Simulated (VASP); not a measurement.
Set up this calculation in VASP 6.6.1, as the native input.

```yaml
Task: single point
Functional: LDA
Potentials_or_basis: VASP PAW LDA potentials, release 64 (H)
Cutoff: 520 eV
k_mesh: 8 × 8 × 4
Occupations: gaussian, width 0.05 eV
Spin: no spin polarisation
Dipole_correction: no
Further_INCAR_settings: ALGO = Normal; EDIFF = 1e-07; NBANDS = 10
```

The structure of H lies in POSCAR:

```
H
1.0
    1.6897451565     -2.7999804357      0.0000000000
    1.6897451565      2.7999804357      0.0000000000
    0.0000000000      0.0000000000      6.6294570510
H
4
Direct
    0.5678085000      0.4321915000      0.9995149500
    0.4321915000      0.5678085000      0.0004850500
    0.4321915000      0.5678085000      0.4995149500
    0.5678085000      0.4321915000      0.5004850500
```

This cell differs from its parent crystal: strain +0.025 along x and y, +0.050 along z.

These files were run (other wordings do the same):

INCAR

```
SYSTEM = H
PREC     = Accurate       ! precision mode
ENCUT    = 520            ! plane-wave cutoff, eV
EDIFF    = 1E-7           ! SCF threshold, eV
ISMEAR   = 0              ! smearing method
SIGMA    = 0.05           ! smearing width, eV
LREAL    = .False.        ! projectors in reciprocal space
LASPH    = .True.         ! aspherical terms in the spheres
NELM     = 80             ! most SCF steps
ALGO     = Normal         ! electronic algorithm
ISIF     = 2              ! what is computed and relaxed
LWAVE    = .False.        ! write WAVECAR
LCHARG   = .False.        ! write CHGCAR
NBANDS   = 10             ! bands
```

KPOINTS

```
regular mesh
0
Gamma
  8 8 4
  0 0 0
```

Potentials or basis: VASP PAW LDA potentials, release 64 (H).

Command:

```bash
$ cat potpaw_LDA.64/H/POTCAR > POTCAR
$ mpirun -np 1 vasp_std > vasp.out
```

It gave:

```json
{
 "Pressure": "-0.2 GPa",
 "Largest force": "0.316 eV/Å",
 "Band gap on the k mesh": "7.84 eV"
}
```

Caveat: the cell differs from its parent crystal (strain +0.025 along x and y, +0.050 along z).

Run time: 24 s on 1 thread of Intel(R) Xeon(R) Platinum 8375C CPU @ 2.90GHz (Ice Lake), with other jobs on the host, peak memory 0.15 GiB.
